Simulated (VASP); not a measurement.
Runs of VASP 6.6.1 on RbGe. The structure is that of space group Fm-3m (No. 225), or close to it. The cells are those of the table. 

| cell | gap on the mesh (eV) | pressure (GPa) |
| --- | --- | --- |
| a = 4.978 Å, angles 60.0°, 2 atoms | none | (b) |
| a = 5.181 Å, angles 60.0°, 2 atoms | none | -1.8 |
| a = 5.148 Å, angles 60.0°, 2 atoms | none | -1.7 |
| a = 5.115 Å, angles 60.0°, 2 atoms | none | -1.6 |
| a = 5.013 Å, angles 60.0°, 2 atoms | none | (a) |

Alike in all rows: task single point; level LDA; potentials or basis VASP PAW LDA potentials, release 64 (Rb_sv, Ge_d); no spin polarisation; k mesh 7 × 7 × 7; cutoff (eV) 520; smearing fermi-dirac 0.1 eV.

Problem. Fill in the values left out.

Solution. (a) -1.1; (b) -1.0.

A k mesh can miss the band edges, and the runs leave out spin-orbit coupling on Ge, Rb.

A gap of «none» marks levels without a gap at the run's occupations.
